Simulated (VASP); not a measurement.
Here is a VASP 6.6.1 calculation.

The input POSCAR:

```
GaP
1.0
    0.0000000000      2.7192338453      2.7192338453
    2.7192338453      0.0000000000      2.7192338453
    2.7192338453      2.7192338453      0.0000000000
Ga P
1 1
Direct
    0.0000000000      0.0000000000      0.0000000000
    0.2500000000      0.2500000000      0.2500000000
```

File INCAR.step1:

```
PREC = Accurate ; ENCUT = 550
ISMEAR = -1 ; SIGMA = 0.03
LREAL = F ; LASPH = T
NELM = 120 ; GGA = PE
ALGO = Normal ; EDIFF = 1E-5
LWAVE = T ; LCHARG = F
GGA_COMPAT = F ; IBRION = 2
ISIF = 3 ; EDIFFG = -0.005
NELMIN = 4 ; NSW = 100
```

INCAR.step2

```
PREC = Accurate ; ENCUT = 550
EDIFF = 1E-7 ; ISMEAR = -1
SIGMA = 0.03 ; LREAL = F
LASPH = T ; NELM = 120
ALGO = Normal ; ISIF = 3
LWAVE = F ; LCHARG = F
METAGGA = R2SCAN ; LMIXTAU = T
LUSE_VDW = T ; IVDW_NL = 2
BPARAM = 11.95 ; CPARAM = 0.0093
IBRION = 2 ; NSW = 100
EDIFFG = -0.01 ; ISTART = 1
GGA_COMPAT = F ; NELMIN = 4
```

KPOINTS

```
regular mesh
0
Gamma
  8 8 8
```

Potentials or basis: VASP PAW PBE potentials, release 64 (Ga_d, P).

The run is started by

```sh
$ cat potpaw_PBE.64/Ga_d/POTCAR potpaw_PBE.64/P/POTCAR > POTCAR
$ cp INCAR.step1 INCAR
$ mpirun -np 1 vasp_std > vasp.out
$ cp INCAR.step2 INCAR
$ mpirun -np 1 vasp_std > vasp.out
```

**Question.** Estimate the relaxed volume.

**Answer.** 20.06 Å³/atom.

**Question.** What does it give for the space group after relaxing (to 0.05 Å)?

**Answer.** F-43m (No. 216).

Final structure:
```yaml
crystal:
  lattice:
    - [0.00000, 2.71703, 2.71703]
    - [2.71703, 0.00000, 2.71703]
    - [2.71703, 2.71703, 0.00000]
  atoms:
    - { symbol: Ga, position: [0.00000, 0.00000, 0.00000] }
    - { symbol: P, position: [0.25000, 0.25000, 0.25000] }
```

Caveat: the PAW data sets were made with another functional, which shifts forces and pressure a little.
